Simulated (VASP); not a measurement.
Write the native input for VASP 6.6.1 that does the following.

```
Task                   : single point
Functional             : LDA
Potentials or basis    : VASP PAW LDA potentials, release 64 (Ti_sv)
Cutoff                 : 520 eV
k mesh                 : 10 × 10 × 10
Occupations            : fermi-dirac, width 0.02 eV
Spin                   : no spin polarisation
Dipole correction      : no
Further INCAR settings : ALGO = Normal; EDIFF = 1e-07; NBANDS = 12
```

The structure of Ti lies in POSCAR:

```
Ti
1.0
    0.0000000000      2.0434441004      2.0434441004
    2.0434441004      0.0000000000      2.0434441004
    2.0434441004      2.0434441004      0.0000000000
Ti
1
Direct
    0.0000000000      0.0000000000      0.0000000000
```

One way to write it, as run:

INCAR

```
ALGO = Normal ; EDIFF = 1E-7
ENCUT = 520 ; ISIF = 2
ISMEAR = -1 ; LASPH = T
LCHARG = F ; LREAL = F
LWAVE = F ; NBANDS = 12
NELM = 100 ; PREC = Accurate
SIGMA = 0.02
```

KPOINTS

```
k-points
0
Gamma
  10 10 10
```

Potentials or basis: VASP PAW LDA potentials, release 64 (Ti_sv).

Launch:

```console
$ cat potpaw_LDA.64/Ti_sv/POTCAR > POTCAR
$ mpirun -np 1 vasp_std > vasp.out
```

Results of the run:

The pressure is -7.2 GPa and the band gap on the k mesh is zero (band 6 reaches 9.04 eV, above the bottom of band 7 at 7.91 eV).

It took 3.4 s on 1 thread of Intel(R) Xeon(R) 6975P-C (Granite Rapids), with other jobs on the host, peak memory 0.12 GiB.
